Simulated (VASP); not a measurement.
# Co (I4/mmm) in VASP: notebook

Co is run at these levels: PBE; tasks: single point.

All numbers are computed with VASP 6.6.1; they aren't measurements. Logs are shortened: lines on timing, memory, paths and dates and some standing lists are left out, and cuts for length are marked.

## 1. The cell of the first run

The typed cell holds 2 atoms: a = 2.443 Å, b = 2.443 Å, c = 3.453 Å, α = 90.00°, β = 90.00°, γ = 90.00°.

This isn't the form of Co at room conditions, which is hcp.

## 2. Single point, PBE, collinear spin, ferromagnetic start (10.31 Å³/atom)

INCAR reads:

```
SYSTEM = Co
  PREC = Accurate
  ENCUT = 690
  EDIFF = 1E-6
  ISMEAR = -1
  SIGMA = 0.05
  LREAL = .FALSE.
  LASPH = .TRUE.
  NELM = 200
  ALGO = Normal
  ISIF = 2
  LWAVE = .FALSE.
  LCHARG = .TRUE.
  ISPIN = 2
  MAGMOM = -1.666 -1.666
  LORBIT = 11
  LMAXMIX = 4
  GGA = PE
  LELF = .TRUE.
  LVHAR = .TRUE.
  NBANDS = 28
  GGA_COMPAT = .FALSE.
```

KPOINTS reads:

```
Automatic mesh
0
G
  14 14 10
  0 0 0
```

POSCAR reads:

```
Co
1.0
    2.4430857782      0.0000000000      0.0000000000
    0.0000000000      2.4430857782      0.0000000000
    0.0000000000      0.0000000000      3.4532984731
Co
2
Direct
    0.0000000000      0.0000000000      0.0000000000
    0.5000000000      0.5000000000      0.5000000000
```

Potentials or basis: VASP PAW PBE potentials, release 64 (Co_sv).

Launch:

```sh
$ cat potpaw_PBE.64/Co_sv/POTCAR > POTCAR
$ mpirun -np 1 vasp_std > vasp.out
```

OUTCAR:

```text
SYSTEM = Co
   PREC = Accurate
   ENCUT = 690
   EDIFF = 1E-6
   ISMEAR = -1
   LREAL = .FALSE.
   LASPH = .TRUE.
   NELM = 200
   ISIF = 2
   ISPIN = 2
   LORBIT = 11
   GGA = PE

 ion  position               nearest neighbor table
   1  0.000  0.000  0.000-   2 2.44   2 2.44   2 2.44   2 2.44   2 2.44   2 2.44   2 2.44   2 2.44

   2  0.500  0.500  0.500-   1 2.44   1 2.44   1 2.44   1 2.44   1 2.44   1 2.44   1 2.44   1 2.44

  LATTYP: Found a simple tetragonal cell.
 ALAT       =     2.4430857782
 C/A-ratio  =     1.4134986597

  Lattice vectors:

 A1 = (   2.4430857782,   0.0000000000,   0.0000000000)
 A2 = (   0.0000000000,   2.4430857782,   0.0000000000)
 A3 = (   0.0000000000,   0.0000000000,   3.4532984731)

Analysis of symmetry for initial positions (statically):
=====================================================================
 Subroutine PRICEL returns following result:

  LATTYP: Found a body centered tetragonal cell.
 ALAT       =     2.4430857782
 C/A-ratio  =     1.4134986597

  Lattice vectors:

 A1 = (  -1.2215428891,  -1.2215428891,  -1.7266492365)
 A2 = (   1.2215428891,   1.2215428891,  -1.7266492365)
 A3 = (   1.2215428891,  -1.2215428891,   1.7266492365)

   2 primitive cells build up your supercell.

 Routine SETGRP: Setting up the symmetry group for a
 simple tetragonal supercell.

 Subroutine GETGRP returns: Found 16 space group operations
 (whereof 16 operations were pure point group operations)
 out of a pool of 16 trial point group operations.

The static configuration has the point symmetry D_4h.

Analysis of symmetry for dynamics (positions and initial velocities):
=====================================================================
 Subroutine PRICEL returns following result:

  LATTYP: Found a body centered tetragonal cell.
 ALAT       =     2.4430857782
 C/A-ratio  =     1.4134986597

  Lattice vectors:

 A1 = (  -1.2215428891,  -1.2215428891,  -1.7266492365)
 A2 = (   1.2215428891,   1.2215428891,  -1.7266492365)
 A3 = (   1.2215428891,  -1.2215428891,   1.7266492365)

   2 primitive cells build up your supercell.

 Routine SETGRP: Setting up the symmetry group for a
 simple tetragonal supercell.

 Subroutine GETGRP returns: Found 16 space group operations
 (whereof 16 operations were pure point group operations)
 out of a pool of 16 trial point group operations.

The dynamic configuration has the point symmetry D_4h.

Analysis of structural, dynamic, and magnetic symmetry:
=====================================================================
 Subroutine PRICEL returns following result:

  LATTYP: Found a body centered tetragonal cell.
 ALAT       =     2.4430857782
 C/A-ratio  =     1.4134986597

  Lattice vectors:

 A1 = (  -1.2215428891,  -1.2215428891,  -1.7266492365)
 A2 = (   1.2215428891,   1.2215428891,  -1.7266492365)
 A3 = (   1.2215428891,  -1.2215428891,   1.7266492365)

   2 primitive cells build up your supercell.

 Routine SETGRP: Setting up the symmetry group for a
 simple tetragonal supercell.

 Subroutine GETGRP returns: Found 16 space group operations
 (whereof 16 operations were pure point group operations)
 out of a pool of 16 trial point group operations.

The overall configuration has the point symmetry D_4h.

 Subroutine INISYM returns: Found 16 space group operations
 (whereof 16 operations are pure point group operations),
 and found     2 'primitive' translations

----------------------------------------------------------------------------------------

                                     Primitive cell

  volume of cell :      10.3058

  direct lattice vectors                    reciprocal lattice vectors
    -1.221542889 -1.221542889 -1.726649237     0.000000000 -0.409318416 -0.289578213
     1.221542889  1.221542889 -1.726649237     0.409318416  0.000000000 -0.289578213
     1.221542889 -1.221542889  1.726649237     0.409318416 -0.409318416  0.000000000

  length of vectors
     2.442468351  2.442468351  2.442468351     0.501395160  0.501395160  0.578863655

  position of ions in fractional coordinates (direct lattice)
     0.000000000  0.000000000  0.000000000

  ion indices of the primitive-cell ions
   primitive index   ion index
                 1           1

----------------------------------------------------------------------------------------

 KPOINTS: Automatic mesh

Automatic generation of k-mesh.
 Grid dimensions read from file:
 generate k-points for:   14   14   10

 Generating k-lattice:

  Cartesian coordinates                     Fractional coordinates (reciprocal lattice)
     0.029237030  0.000000000  0.000000000     0.071428571  0.000000000  0.000000000
     0.000000000  0.029237030  0.000000000     0.000000000  0.071428571  0.000000000
     0.000000000  0.000000000  0.028957821     0.000000000  0.000000000  0.100000000

  Length of vectors
     0.029237030  0.029237030  0.028957821

  Shift w.r.t. Gamma in fractional coordinates (k-lattice)
     0.000000000  0.000000000  0.000000000

 Subroutine IBZKPT returns following result:
 ===========================================

 Found    216 irreducible k-points:

 Following reciprocal coordinates:
            Coordinates               Weight
  0.000000  0.000000  0.000000      1.000000
  0.071429  0.000000  0.000000      4.000000
  0.142857  0.000000  0.000000      4.000000
  0.214286  0.000000  0.000000      4.000000
  0.285714  0.000000  0.000000      4.000000
  0.357143  0.000000  0.000000      4.000000
[... 16 lines left out ...]
  0.285714  0.214286  0.000000      8.000000
  0.357143  0.214286  0.000000      8.000000
 [... further k-points ...]
   k-points           NKPTS =    216   k-points in BZ     NKDIM =    216   number of bands    NBANDS=     28
   number of dos      NEDOS =    301   number of ions     NIONS =      2
   total plane-waves  NPLWV =  17280
   dimension x,y,z NGX =    24 NGY =   24 NGZ =   30
   dimension x,y,z NGXF=    48 NGYF=   48 NGZF=   60
   ions per type =               2
   NGX,Y,Z   is equivalent  to a cutoff of  16.33, 16.33, 14.44 a.u.
   NGXF,Y,Z  is equivalent  to a cutoff of  32.66, 32.66, 28.88 a.u.
 SYSTEM =  Co
   PREC   = accura    normal or accurate (medium, high low for compatibility)
   ISTART =      0    job   : 0-new  1-cont  2-samecut
   ICHARG =      2    charge: 1-file 2-atom 10-const
   ISPIN  =      2    spin polarized calculation?
   LNONCOLLINEAR =      F non collinear calculations
   LSORBIT =      F    spin-orbit coupling
   LASPH  =      T    aspherical Exc in radial PAW
   ENCUT  =  690.0 eV  50.71 Ry    7.12 a.u.   5.23  5.23  7.40*2*pi/ulx,y,z
   NELM   =    200;   NELMIN=  2; NELMDL= -5     # of ELM steps
   EDIFF  = 0.1E-05   stopping-criterion for ELM
   LREAL  =      F    real-space projection
   EDIFFG = 0.1E-04   stopping-criterion for IOM
   NSW    =      0    number of steps for IOM
   IBRION =     -1    ionic relax: 0-MD 1-quasi-New 2-CG
   NFREE  =      0    steps in history (QN), initial steepest desc. (CG)
   ISIF   =      2    stress and relaxation
   ISYM   =      2    0-nonsym 1-usesym 2-fastsym
   POTIM  = 0.5000    time-step for ionic-motion
   TEBEG  =    0.0;   TEEND  =   0.0 temperature during run
   PSTRESS=    0.0 pullay stress
   NELECT =      34.0000    total number of electrons
   NUPDOWN=      -1.0000    fix difference up-down
   EMIN   =  10.00;   EMAX   =-10.00  energy-range for DOS
   EFERMI =   0.00;   METHOD = LEGACY
   ISMEAR =    -1;   SIGMA  =   0.05  broadening in eV -4-tet -1-fermi 0-gaus
   EFERMI_NEDOS =   21; number of points for ismear=-14 and -15
   IALGO  =     38    algorithm
   IMIX   =      4    mixing-type and parameters
     AMIX     =   0.40;   BMIX     =  1.00
     AMIX_MAG =   1.60;   BMIX_MAG =  1.00
  volume/ion in A,a.u.               =      10.31        69.55
  Fermi-wavevector in a.u.,A,eV,Ry     =   1.934330  3.655354 50.908014  3.741633
  Thomas-Fermi vector in A             =   2.965645
   LORBIT       =     11    0 simple, 1 ext, 2 COOP (PROOUT), +10 PAW based schemes
   GGA     = PE    functional components
   LHFCALC =     F    Hartree Fock is set to
   AEXX    =    0.0000 exact exchange contribution
   IVDW    =     0    specifies the selected vdW correction
   LEPSILON=     F    determine dielectric tensor
   LRPA    =     F    only Hartree local field effects (RPA)
 spin polarized calculation
  energy-cutoff  :      690.00
  volume of cell :       20.61
 maximum number of plane-waves:       888
 NGX is ok and might be reduce to    24
   NGX = 11   NGY = 11   NGZ = 15

 number of electron      34.0000009 magnetization      -3.1956448

 Free energy of the ion-electron system (eV)
  ---------------------------------------------------
  ext. energy  EPLUGINS =         0.00000000
  ---------------------------------------------------
  free energy    TOTEN  =       -14.17517147 eV

  energy without entropy =      -14.15748512  energy(sigma->0) =      -14.16632830

 E-fermi :  12.9510     XC(G=0): -14.2322

 val. band max:       12.9498585700   @ k =   0.3571   0.3571   0.0000
 cond. band min:      12.9520583590   @ k =   0.2857   0.2857   0.3000
 fundamental gap:      0.0021997890
 Fermi energy:        12.9509926624

 spin component 1

 k-point     1 :       0.0000    0.0000    0.0000
  band No.  band energies     occupation
      1     -81.2355      1.00000
      2     -81.1387      1.00000
      3     -44.6929      1.00000
      4     -44.4564      1.00000
      5     -44.4564      1.00000
      6     -44.3033      1.00000
[... 20 lines left out ...]
     27      41.0855      0.00000
[... 691 lines left out ...]
      6     -44.4418      1.00000
[... 20 lines left out ...]
     27      36.4426      0.00000
     28      41.2997      0.00000

 [... further k-points ...]

 spin component 2

 k-point     1 :       0.0000    0.0000    0.0000
  band No.  band energies     occupation
      1     -83.2652      1.00000
      2     -83.1748      1.00000
      3     -46.6539      1.00000
      4     -46.4351      1.00000
      5     -46.4351      1.00000
      6     -46.2929      1.00000
[... 20 lines left out ...]
     27      40.9586      0.00000
[... 691 lines left out ...]
      6     -46.4213      1.00000
[... 20 lines left out ...]
     27      36.2108      0.00000
     28      40.8180      0.00000

 [... further k-points ...]
[... 5 lines left out ...]
  --------------------------------------------------------------------------------------
  -------------------------------------------------------------------------------------
  Total        1.5575865      1.5575865      1.5826589      0.0000000      0.0000000      0.0000000
  in kB      121.0740850    121.0740850    123.0230160      0.0000000      0.0000000      0.0000000
  external PRESSURE =     121.7237287 kB  Pullay stress =       0.0000000 kB

 VOLUME and BASIS-vectors are now :
 -----------------------------------------------------------------------------
  energy-cutoff  :      690.00
  volume of cell :       20.61
      direct lattice vectors                 reciprocal lattice vectors
     2.443085778  0.000000000  0.000000000     0.409318416  0.000000000  0.000000000
     0.000000000  2.443085778  0.000000000     0.000000000  0.409318416  0.000000000
     0.000000000  0.000000000  3.453298473     0.000000000  0.000000000  0.289578213

 POSITION                                       TOTAL-FORCE (eV/Angst)
 -----------------------------------------------------------------------------------
      0.00000      0.00000      0.00000        -0.000000     -0.000000      0.000000
      1.22154      1.22154      1.72665         0.000000      0.000000     -0.000000
 -----------------------------------------------------------------------------------
    total drift:                                0.000000      0.000000     -0.000000

  FREE ENERGIE OF THE ION-ELECTRON SYSTEM (eV)
  ---------------------------------------------------
  free  energy   TOTEN  =       -14.1751714730 eV

  energy  without entropy=      -14.1574851199  energy(sigma->0) =      -14.16632830

 total charge

# of ion       s       p       d       tot
------------------------------------------
    1        2.257   6.135   6.705  15.097
    2        2.257   6.135   6.705  15.097
--------------------------------------------------
tot          4.515  12.269  13.410  30.195

 magnetization (x)

# of ion       s       p       d       tot
------------------------------------------
    1        0.004   0.012  -1.670  -1.654
    2        0.004   0.012  -1.670  -1.654
--------------------------------------------------
tot          0.008   0.024  -3.340  -3.308
```

Wall time 4.8 min (1 thread of Intel Xeon Platinum 8259CL at 2.50GHz (Skylake/Cascade Lake), shared host); peak memory 0.35 GiB.

What came out:

```
Free energy                                           : -14.1752 eV
Pressure                                              : 12.2 GPa
Net moment                                            : -3.20 μB per cell
Site moments                                          : Co -1.65 μB
Valence electrons inside the program's atomic spheres : Co 15.10
```

Caveat: the cell stands under pressure.

## 3. Single point, PBE, collinear spin, antiferromagnetic start

INCAR reads:

```
PREC = Accurate
ENCUT = 600
EDIFF = 1E-6
ISMEAR = -1
SIGMA = 0.05
LREAL = F
LASPH = T
NELM = 200
ALGO = Normal
ISIF = 2
LWAVE = F
LCHARG = T
ISPIN = 2
MAGMOM = 1.7 -1.7
LORBIT = 11
LMAXMIX = 4
GGA = PE
LELF = T
LVHAR = T
NBANDS = 20
GGA_COMPAT = F
```

KPOINTS reads:

```
Automatic mesh
0
Gamma
  21 21 15
```

POSCAR is that of step 2.

Potentials or basis: VASP PAW PBE potentials, release 64 (Co).

Launch:

```sh
$ cat potpaw_PBE.64/Co/POTCAR > POTCAR
$ mpirun -np 1 vasp_std > vasp.out
```

Run time: 11 min. Hardware: 1 thread of Oxide Virtual Turin-like, shared host; peak memory 0.4 GiB.

Results (log left out):

| Item | Value |
| --- | --- |
| Free energy | -13.6989 eV |
| Pressure | -0.9 GPa |
| Band gap on the k mesh | zero (filled and empty bands overlap) |
| Net moment | 0.00 μB per cell |
| Valence electrons inside the program's atomic spheres | Co 8.38 |

Stress tensor (GPa, compression positive):
```
-0.92  0.00  0.00
 0.00 -0.92  0.00
 0.00  0.00 -0.79
```

Levels at points of the mesh, in eV from the Fermi level:
Spin up:
| k point | band 6 | band 7 | band 8 | band 9 | band 10 | band 11 | band 12 | band 13 |
| --- | --- | --- | --- | --- | --- | --- | --- | --- |
| (0.00, 0.00, 0.00) | -1.92 | -0.58 | -0.57 | 0.32 | 0.56 | 0.56 | 2.83 | 10.73 |
Spin down:
```csv
k point,band 5,band 6,band 7,band 8,band 9,band 10,band 11,band 12,band 13,band 14
"(0.00, 0.00, 0.00)",-1.93,-1.92,-0.58,-0.57,0.32,0.56,0.56,2.83,10.73,15.71
```

Caveat: the moments typed at the start vanished in this run.

## 4. Single point, PBE, non-collinear spin, typed start, spin-orbit coupling

INCAR reads:

```
PREC     = Accurate       # precision mode
ENCUT    = 600            # plane-wave cutoff, eV
EDIFF    = 1E-6           # SCF threshold, eV
ISMEAR   = -1             # smearing method
SIGMA    = 0.05           # smearing width, eV
LREAL    = False          # projectors in reciprocal space
LASPH    = True           # aspherical terms in the spheres
NELM     = 200            # most SCF steps
ALGO     = Normal         # electronic algorithm
ISIF     = 2              # what is computed and relaxed
LWAVE    = False          # write WAVECAR
LCHARG   = False          # write CHGCAR
LNONCOLLINEAR= True           # non-collinear magnetism
MAGMOM   = 0 0 -1.666 0 0 -1.666 # initial moments
LORBIT   = 11             # projections on sites
LSORBIT  = True           # spin-orbit coupling
GGA_COMPAT= False        
LORBMOM  = True         
LMAXMIX  = 4              # l up to which the mixer works
GGA      = PE             # functional
NBANDS   = 30             # bands
```

KPOINTS reads:

```
regular mesh
0
Gamma
  13 13 9
```

POSCAR is that of step 3.

Potentials or basis: VASP PAW PBE potentials, release 64 (Co).

Launch:

```sh
$ cat potpaw_PBE.64/Co/POTCAR > POTCAR
$ mpirun -np 1 vasp_ncl > vasp.out
```

OUTCAR:

```text
PREC = Accurate
   ENCUT = 600
   EDIFF = 1E-6
   ISMEAR = -1
   LREAL = False
   LASPH = True
   NELM = 200
   ISIF = 2
   LNONCOLLINEAR = True
   LORBIT = 11
   LSORBIT = True
   GGA = PE

 ion  position               nearest neighbor table
   1  0.000  0.000  0.000-   2 2.44   2 2.44   2 2.44   2 2.44   2 2.44   2 2.44   2 2.44   2 2.44

   2  0.500  0.500  0.500-   1 2.44   1 2.44   1 2.44   1 2.44   1 2.44   1 2.44   1 2.44   1 2.44

  LATTYP: Found a simple tetragonal cell.
 ALAT       =     2.4430857782
 C/A-ratio  =     1.4134986597

  Lattice vectors:

 A1 = (   2.4430857782,   0.0000000000,   0.0000000000)
 A2 = (   0.0000000000,   2.4430857782,   0.0000000000)
 A3 = (   0.0000000000,   0.0000000000,   3.4532984731)

Analysis of symmetry for initial positions (statically):
=====================================================================
 Subroutine PRICEL returns following result:

  LATTYP: Found a body centered tetragonal cell.
 ALAT       =     2.4430857782
 C/A-ratio  =     1.4134986597
[... 12 lines left out ...]
 Subroutine GETGRP returns: Found 16 space group operations
[... 1076 lines left out ...]
     0.0000000     0.0000000     0.0000000     0.0000000     0.0000000     0.0000000     0.0000000
     0.0000000     0.0000000     0.0000000     0.0000000     0.0000000     0.0000000     0.0000000
     0.0000000     0.0000000     0.0000000     0.0000000     0.0000000     0.0000000     0.0000000
     0.0000000     0.0000000     0.0000000     0.0000000     0.0000000     0.0000000     0.0000000
     0.0000000     0.0000000     0.0000000     0.0000000     0.0000000     0.0000000     0.0000000
     0.0000000     0.0000000     0.0000000     0.0000000     0.0000000     0.0000000     0.0000000

 Ion:    2  E_soc:     -0.0156022
 l=   1
     0.0000000    -0.0003943    -0.0003943
    -0.0003943     0.0000000    -0.0003943
    -0.0003943    -0.0003943     0.0000000
 l=   2
     0.0000000    -0.0004636     0.0000000    -0.0004636    -0.0018766
    -0.0004636     0.0000000    -0.0013657    -0.0003972    -0.0003429
     0.0000000    -0.0013657     0.0000000    -0.0013657     0.0000000
    -0.0004636    -0.0003972    -0.0013657     0.0000000    -0.0003429
    -0.0018766    -0.0003429     0.0000000    -0.0003429     0.0000000
 l=   3
     0.0000000     0.0000000     0.0000000     0.0000000     0.0000000     0.0000000     0.0000000
     0.0000000     0.0000000     0.0000000     0.0000000     0.0000000     0.0000000     0.0000000
     0.0000000     0.0000000     0.0000000     0.0000000     0.0000000     0.0000000     0.0000000
     0.0000000     0.0000000     0.0000000     0.0000000     0.0000000     0.0000000     0.0000000
     0.0000000     0.0000000     0.0000000     0.0000000     0.0000000     0.0000000     0.0000000
     0.0000000     0.0000000     0.0000000     0.0000000     0.0000000     0.0000000     0.0000000
     0.0000000     0.0000000     0.0000000     0.0000000     0.0000000     0.0000000     0.0000000

 total charge

# of ion       s       p       d       tot
------------------------------------------
    1        0.513   0.569   7.296   8.378
    2        0.513   0.569   7.296   8.378
--------------------------------------------------
tot          1.025   1.139  14.591  16.755

 magnetization (x)

# of ion       s       p       d       tot
------------------------------------------
    1       -0.000   0.000  -0.000  -0.000
    2       -0.000   0.000  -0.000  -0.000
--------------------------------------------------
tot         -0.000   0.000  -0.000  -0.000

 magnetization (y)

# of ion       s       p       d       tot
------------------------------------------
    1       -0.000   0.000  -0.000  -0.000
    2       -0.000   0.000  -0.000  -0.000
--------------------------------------------------
tot         -0.000   0.000  -0.000  -0.000

 magnetization (z)

# of ion       s       p       d       tot
------------------------------------------
    1        0.013   0.049  -1.665  -1.604
    2        0.013   0.049  -1.665  -1.604
--------------------------------------------------
tot          0.026   0.097  -3.330  -3.207
```

It took 33 min on 1 thread of Oxide Virtual Turin-like, shared host; peak memory 0.32 GiB.

Results:

```
Free energy                                           : -14.0231 eV
Pressure                                              : 12.7 GPa
Net moment                                            : 3.19 μB per cell
Valence electrons inside the program's atomic spheres : Co 8.38
```

Stress tensor (GPa, compression positive):
```
12.56  0.00  0.00
 0.00 12.56  0.00
 0.00  0.00 12.86
```

Moments on the atoms (μB; x, y, z):
```
Co   0.00  0.00 -1.60
Co   0.00  0.00 -1.60
```

Caveat: the cell stands under pressure.
